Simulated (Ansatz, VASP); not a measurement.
One calculation of NaY, two programs

```
Na Y
1.0
     3.96573    0.00000    0.00000
     0.00000    3.96573    0.00000
     0.00000    0.00000    3.96573
Na Y
1 1
Direct
  0.50000 0.50000 0.50000
  0.00000 0.00000 0.00000
```

Alike in both runs: functional PBEsol; k mesh 10 × 10 × 10; occupations fermi-dirac, width 0.15 eV; no spin polarisation.

Ansatz relaxed the structure, and its values are those at the end. VASP's run is a single point on that final structure, the one shown.

|  | VASP | Ansatz |
| --- | --- | --- |
| version | VASP 6.6.1 | Ansatz 0.2.0 |
| potentials or method | VASP PAW PBE potentials, release 64 (Na_pv, Y_sv), cutoff 520 eV | scalar-relativistic, plane waves, PAW |
| valence electrons in the cell | 18 | 20 |

```tsv
	VASP	Ansatz	Ansatz less VASP
gap on the k mesh at the Fermi level (eV)	none	none	-
pressure (GPa)	0.0	0.0	+0.01
```

VASP's potentials were made for PBE, not for PBEsol. A gap of «none» marks a metal or a gap that the smearing closes. The functional is the same, so the differences come from potentials, cutoffs and numerics. VASP's potentials hold 18 valence electrons a cell and Ansatz's 20, so a difference there can come from the potentials and not from the codes.
